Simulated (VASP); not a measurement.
# BAs (F-43m) in VASP: notebook

The runs below take BAs through vibrations by perturbation theory, elastic constants, with LDA.

All numbers are computed with VASP 6.6.1; they aren't measurements. Logs are shortened: lines on timing, memory, paths and dates and some standing lists are left out, and cuts for length are marked.

### Step 1. The cell of the first run

The structure is cubic, space group F-43m (No. 216). Conventional cell: a = 4.732 Å, b = 4.732 Å, c = 4.732 Å, α = 90.00°, β = 90.00°, γ = 90.00°. Within 2.7 Å of B (site symmetry -43m) lie 4 As at 2.05 Å. Within 2.7 Å of As (site symmetry -43m) lie 4 B at 2.05 Å.

### Step 2. Vibrations by perturbation theory, LDA

Contents of INCAR:

```
SYSTEM = BAs
ALGO = Normal
EDIFF = 1E-8
ENCUT = 520
GGA = CA
IBRION = 8
ISIF = 2
ISMEAR = 0
LASPH = .TRUE.
LCHARG = .FALSE.
LEPSILON = .TRUE.
LREAL = .FALSE.
LWAVE = .FALSE.
NELM = 80
NSW = 1
PREC = Accurate
SIGMA = 0.01
```

Contents of KPOINTS:

```
k-points
0
G
  10 10 10
  0 0 0
```

Contents of POSCAR:

```
BAs
1.0
    0.0000000000      2.3660397155      2.3660397155
    2.3660397155      0.0000000000      2.3660397155
    2.3660397155      2.3660397155      0.0000000000
B As
1 1
Direct
    0.0000000000      0.0000000000      0.0000000000
    0.2500000000      0.2500000000      0.2500000000
```

Potentials or basis: VASP PAW LDA potentials, release 64 (B, As).

The run is started by

```sh
$ cat potpaw_LDA.64/B/POTCAR potpaw_LDA.64/As/POTCAR > POTCAR
$ mpirun -np 1 vasp_std > vasp.out
```

OUTCAR:

```text
SYSTEM = BAs
   EDIFF = 1E-8
   ENCUT = 520
   GGA = CA
   IBRION = 8
   ISIF = 2
   ISMEAR = 0
   LASPH = .TRUE.
   LEPSILON = .TRUE.
   LREAL = .FALSE.
   NELM = 80
   NSW = 1
   PREC = Accurate

 ion  position               nearest neighbor table
   1  0.000  0.000  0.000-   2 2.05   2 2.05   2 2.05   2 2.05
   2  0.250  0.250  0.250-   1 2.05   1 2.05   1 2.05   1 2.05

  LATTYP: Found a face centered cubic cell.
 ALAT       =     4.7320794310

  Lattice vectors:

 A1 = (   0.0000000000,   2.3660397155,   2.3660397155)
 A2 = (   2.3660397155,   0.0000000000,   2.3660397155)
 A3 = (   2.3660397155,   2.3660397155,   0.0000000000)

Analysis of symmetry for initial positions (statically):
=====================================================================
 Subroutine PRICEL returns:
 Original cell was already a primitive cell.

 Routine SETGRP: Setting up the symmetry group for a
 face centered cubic supercell.

 Subroutine GETGRP returns: Found 24 space group operations
 (whereof 24 operations were pure point group operations)
 out of a pool of 48 trial point group operations.

The static configuration has the point symmetry T_d .

Analysis of symmetry for dynamics (positions and initial velocities):
=====================================================================
 Subroutine PRICEL returns:
 Original cell was already a primitive cell.

 Routine SETGRP: Setting up the symmetry group for a
 face centered cubic supercell.

 Subroutine GETGRP returns: Found 24 space group operations
 (whereof 24 operations were pure point group operations)
 out of a pool of 48 trial point group operations.

The dynamic configuration has the point symmetry T_d .

 Subroutine INISYM returns: Found 24 space group operations
 (whereof 24 operations are pure point group operations),
 and found     1 'primitive' translations

----------------------------------------------------------------------------------------

                                     Primitive cell

  volume of cell :      26.4909

  direct lattice vectors                    reciprocal lattice vectors
     0.000000000  2.366039715  2.366039715    -0.211323587  0.211323587  0.211323587
     2.366039715  0.000000000  2.366039715     0.211323587 -0.211323587  0.211323587
     2.366039715  2.366039715  0.000000000     0.211323587  0.211323587 -0.211323587

  length of vectors
     3.346085455  3.346085455  3.346085455     0.366023190  0.366023190  0.366023190

  position of ions in fractional coordinates (direct lattice)
     0.000000000  0.000000000  0.000000000
     0.250000000  0.250000000  0.250000000

  ion indices of the primitive-cell ions
   primitive index   ion index
                 1           1
                 2           2

----------------------------------------------------------------------------------------

 KPOINTS: k-points

Automatic generation of k-mesh.
 Grid dimensions read from file:
 generate k-points for:   10   10   10

 Generating k-lattice:

  Cartesian coordinates                     Fractional coordinates (reciprocal lattice)
[... 414 lines left out ...]
  ---------------------------------------------------
  ---------------------------------------------------
  free energy    TOTEN  =        -0.67954318 eV

  energy without entropy =       -0.67954318

------------------------ aborting loop because EDIFF is reached ----------------------------------------

--------------------------------------- Ionic step        2  -------------------------------------------

------------------------ aborting loop because EDIFF is reached ----------------------------------------

--------------------------------------- Ionic step        3  -------------------------------------------

------------------------ aborting loop because EDIFF is reached ----------------------------------------

 PIEZOELECTRIC TENSOR FIELD DIRECTION 3  (e Angst)
 -----------------------------------------------------------------------------
    -0.00042  0.21134  0.00000           ( -0.00000  0.10147  0.00000)
     0.21134 -0.00042  0.00000           (  0.10147 -0.00000  0.00000)
     0.00000  0.00000  0.00001           (  0.00000  0.00000 -0.00000)

 PIEZOELECTRIC TENSOR FIELD DIRECTION 3  (C/m^2)
 -----------------------------------------------------------------------------
    -0.00025  0.12782  0.00000
     0.12782 -0.00025  0.00000
     0.00000  0.00000  0.00001

--------------------------------------- Ionic step        4  -------------------------------------------

------------------------ aborting loop because EDIFF is reached ----------------------------------------

[... ionic steps 5 to 6 ...]

--------------------------------------- Ionic step        7  -------------------------------------------

 Free energy of the ion-electron system (eV)
  ---------------------------------------------------
  ---------------------------------------------------
  free energy    TOTEN  =        -0.03767173 eV

  energy without entropy =       -0.03767173

------------------------ aborting loop because EDIFF is reached ----------------------------------------

 INTERNAL STRAIN TENSOR  FOR ION    2  DIRECTION 1   (eV/Angst):
 -----------------------------------------------------------------------------
     0.00568  0.00000  0.00000
     0.00000 -0.00060 -7.59130
     0.00000 -7.59130 -0.00060

 MACROSCOPIC STATIC DIELECTRIC TENSOR (including local field effects in DFT)
 ------------------------------------------------------
           9.731483     0.000000     0.000000
           0.000000     9.731483     0.000000
          -0.000000    -0.000000     9.731483
 ------------------------------------------------------

 PIEZOELECTRIC TENSOR (including local field effects)  for field in x, y, z        (e  Angst)
          XX          YY          ZZ          XY          YZ          ZX
  --------------------------------------------------------------------------------
  x    -0.00000     0.00000     0.00000     0.00000     0.20566     0.00000
  y    -0.00000     0.00000     0.00000     0.00000     0.00000     0.20566
  z     0.00000    -0.00000     0.00000     0.20566     0.00000     0.00000

 PIEZOELECTRIC TENSOR (including local field effects)  for field in x, y, z        (C/m^2)
          XX          YY          ZZ          XY          YZ          ZX
  --------------------------------------------------------------------------------
  x    -0.00000     0.00000     0.00000     0.00000     0.12439     0.00000
  y    -0.00000     0.00000     0.00000     0.00000     0.00000     0.12439
  z     0.00000    -0.00000     0.00000     0.12439     0.00000     0.00000

 BORN EFFECTIVE CHARGES (including local field effects) (in |e|, cummulative output)
 ---------------------------------------------------------------------------------
 ion    1
    1    -0.57986    -0.00000    -0.00000
    2     0.00000    -0.57986     0.00000
    3     0.00000     0.00000    -0.57986
 ion    2
    1     0.57986     0.00000     0.00000
    2     0.00000     0.57986     0.00000
    3    -0.00000    -0.00000     0.57986

 INTERNAL STRAIN TENSOR FOR ION    2 for displacements in x,y,z  (eV/Angst):
          X           Y           Z          XY          YZ          ZX
  --------------------------------------------------------------------------------
  x    -0.00000    -0.00000    -0.00000     0.00000    -7.59130     0.00000
  y    -0.00000     0.00000    -0.00000     0.00000     0.00000    -7.59130
  z    -0.00000    -0.00000    -0.00000    -7.59130     0.00000     0.00000

 SECOND DERIVATIVES (NOT SYMMETRIZED)
 ------------------------------------
               1X          1Y          1Z          2X          2Y          2Z
  1X   -17.263894    0.000000    0.000000   17.263894    0.000000    0.000000
  1Y     0.000000  -17.263894    0.000000    0.000000   17.263894    0.000000
  1Z     0.000000    0.000000  -17.263894    0.000000    0.000000   17.263894
  2X    17.268848    0.000000    0.000000  -17.268848    0.000000    0.000000
  2Y     0.000000   17.268848    0.000000    0.000000  -17.268848    0.000000
  2Z     0.000000    0.000000   17.268848    0.000000    0.000000  -17.268848

 Eigenvectors and eigenvalues of the dynamical matrix
 ----------------------------------------------------

   1 f  =   21.133156 THz   132.783535 2PiTHz  704.926206 cm-1    87.399671 meV
             X         Y         Z           dx          dy          dz
      0.000000  0.000000  0.000000     0.934809    0.000000    0.000000
      1.183020  1.183020  1.183020    -0.355151    0.000000    0.000000
[... 21 lines left out ...]
   6 f/i=    0.001006 THz     0.006324 2PiTHz    0.033573 cm-1     0.004162 meV
             X         Y         Z           dx          dy          dz
      0.000000  0.000000  0.000000    -0.087824   -0.203094    0.277799
      1.183020  1.183020  1.183020    -0.231166   -0.534571    0.731207

--------------------------------------------------------------------------------------------------------

 MACROSCOPIC STATIC DIELECTRIC TENSOR IONIC CONTRIBUTION
 ------------------------------------------------------
           0.133021     0.000000     0.000000
           0.000000     0.133021    -0.000000
           0.000000    -0.000000     0.133021
 ------------------------------------------------------

 ELASTIC MODULI CONTR FROM IONIC RELAXATION (kBar)
 Direction    XX          YY          ZZ          XY          YZ          ZX
 --------------------------------------------------------------------------------
 XX          -0.0000      0.0000      0.0000      0.0000     -0.0000     -0.0000
 YY           0.0000     -0.0000      0.0000      0.0000      0.0000      0.0000
 ZZ           0.0000      0.0000     -0.0000     -0.0000      0.0000     -0.0000
 XY           0.0000      0.0000     -0.0000   -211.4776      0.0000      0.0000
 YZ          -0.0000      0.0000      0.0000      0.0000   -211.4776      0.0000
 ZX          -0.0000      0.0000     -0.0000      0.0000      0.0000   -211.4776
 --------------------------------------------------------------------------------

 PIEZOELECTRIC TENSOR IONIC CONTR  for field in x, y, z        (C/m^2)
          XX          YY          ZZ          XY          YZ          ZX
  --------------------------------------------------------------------------------
  x    -0.00000     0.00000     0.00000    -0.00000    -0.15782    -0.00000
  y    -0.00000     0.00000    -0.00000     0.00000     0.00000    -0.15782
  z     0.00000     0.00000    -0.00000    -0.15782     0.00000     0.00000
```

It took 11 min on 1 thread of Intel Xeon 8259CL, shared host; peak memory 0.24 GiB.

Results:

* Electronic dielectric tensor (diagonal): 9.73
* Born charges (mean of the diagonal): B -0.58; As +0.58 e
* Highest phonon frequency at Γ, LO-TO splitting left out: 705 cm⁻¹

Phonon frequencies in cm⁻¹ (negative: imaginary):
| q point | frequencies |
| --- | --- |
| (0.000, 0.000, 0.000) | 0 0 0 705 705 705 |

Electronic dielectric tensor:
```
9.73 0.00 0.00
0.00 9.73 0.00
0.00 0.00 9.73
```

Born effective charge tensors (e):
atom 1, B
```
-0.58  0.00  0.00
 0.00 -0.58  0.00
 0.00  0.00 -0.58
```
atom 2, As
```
0.58 0.00 0.00
0.00 0.58 0.00
0.00 0.00 0.58
```

### Step 3. Elastic constants, LDA

Contents of INCAR:

```
PREC     = Accurate       # precision mode
ENCUT    = 600            # plane-wave cutoff, eV
EDIFF    = 1E-8           # SCF threshold, eV
ISMEAR   = 0              # smearing method
SIGMA    = 0.01           # smearing width, eV
LREAL    = False          # projectors in reciprocal space
LASPH    = True           # aspherical terms in the spheres
NELM     = 100            # most SCF steps
ALGO     = Normal         # electronic algorithm
ISIF     = 3              # what is computed and relaxed
LWAVE    = False          # write WAVECAR
LCHARG   = False          # write CHGCAR
GGA      = CA             # functional
IBRION   = 6              # ionic algorithm
NFREE    = 2            
POTIM    = 0.015          # step
NSW      = 1              # ionic steps
```

Contents of KPOINTS:

```
Automatic mesh
0
Gamma
  10 10 10
```

POSCAR is that of step 2.

Potentials or basis: VASP PAW LDA potentials, release 64 (B, As).

The run is started by

```sh
$ cat potpaw_LDA.64/B/POTCAR potpaw_LDA.64/As/POTCAR > POTCAR
$ mpirun -np 1 vasp_std > vasp.out
```

It took 17 min on 1 thread of Intel Xeon 8259CL, shared host; peak memory 0.27 GiB.

Results (log left out):

```yaml
Elastic_constants_C11_C12_C44: 292, 80, 157 GPa
Voigt_bulk_modulus: 151 GPa
Highest_phonon_frequency_at_Γ_LO-TO_splitting_left_out: 705 cm⁻¹
```

Phonon frequencies in cm⁻¹ (negative: imaginary):
```csv
q point,frequencies
"(0.000, 0.000, 0.000)",0 0 0 705 705 705
```

Elastic tensor in Voigt notation (GPa, in the Cartesian axes of the cell as first typed):
```
292  80  80   0   0   0
 80 292  80   0   0   0
 80  80 292   0   0   0
  0   0   0 157   0   0
  0   0   0   0 157   0
  0   0   0   0   0 157
```

Clamped-ion elastic tensor (GPa):
```
292  80  80   0   0   0
 80 292  80   0   0   0
 80  80 292   0   0   0
  0   0   0 179   0   0
  0   0   0   0 179   0
  0   0   0   0   0 179
```
